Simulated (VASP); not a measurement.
Write the native input for VASP 6.6.1 that does the following.

```
Task                   : single point
Functional             : PBE
Potentials or basis    : VASP PAW PBE potentials, release 64 (Tl_d, Pt)
Cutoff                 : 520 eV
k mesh                 : 6 × 6 × 8
Occupations            : gaussian, width 0.1 eV
Spin                   : no spin polarisation
Dipole correction      : no
Further INCAR settings : ALGO = Fast; EDIFF = 1e-06; NBANDS = 44
```

The structure of TlPt lies in POSCAR:

```
TlPt
1.0
    6.5871404291      0.0000000000      0.0000000000
   -3.2935702146      5.7046309499      0.0000000000
    0.0000000000      0.0000000000      3.9807322556
Tl Pt
3 3
Direct
    0.5000000000      0.0000000000      0.0000000000
    0.5000000000      0.5000000000      0.0000000000
    0.0000000000      0.5000000000      0.0000000000
    0.0000000000      0.0000000000      0.0000000000
    0.3333333333      0.6666666667      0.5000000000
    0.6666666667      0.3333333333      0.5000000000
```

One way to write it, as run:

INCAR

```
SYSTEM = TlPt
PREC     = Accurate       ! precision mode
ENCUT    = 520            ! plane-wave cutoff, eV
EDIFF    = 1E-6           ! SCF threshold, eV
ISMEAR   = 0              ! smearing method
SIGMA    = 0.1            ! smearing width, eV
LREAL    = .FALSE.        ! projectors in reciprocal space
LASPH    = .TRUE.         ! aspherical terms in the spheres
NELM     = 60             ! most SCF steps
ALGO     = Fast           ! electronic algorithm
ISIF     = 2              ! what is computed and relaxed
LWAVE    = .FALSE.        ! write WAVECAR
LCHARG   = .FALSE.        ! write CHGCAR
GGA      = PE             ! functional
NBANDS   = 44             ! bands
```

KPOINTS

```
Automatic mesh
0
G
  6 6 8
  0 0 0
```

Potentials or basis: VASP PAW PBE potentials, release 64 (Tl_d, Pt).

Run with:

```console
$ cat potpaw_PBE.64/Tl_d/POTCAR potpaw_PBE.64/Pt/POTCAR > POTCAR
$ mpirun -np 1 vasp_std > vasp.out
```

Results of the run:

The pressure is 0.0 GPa.

It took 3.2 min on 1 thread of Oxide Virtual Turin-like Processor, on a shared host, peak memory 0.34 GiB.
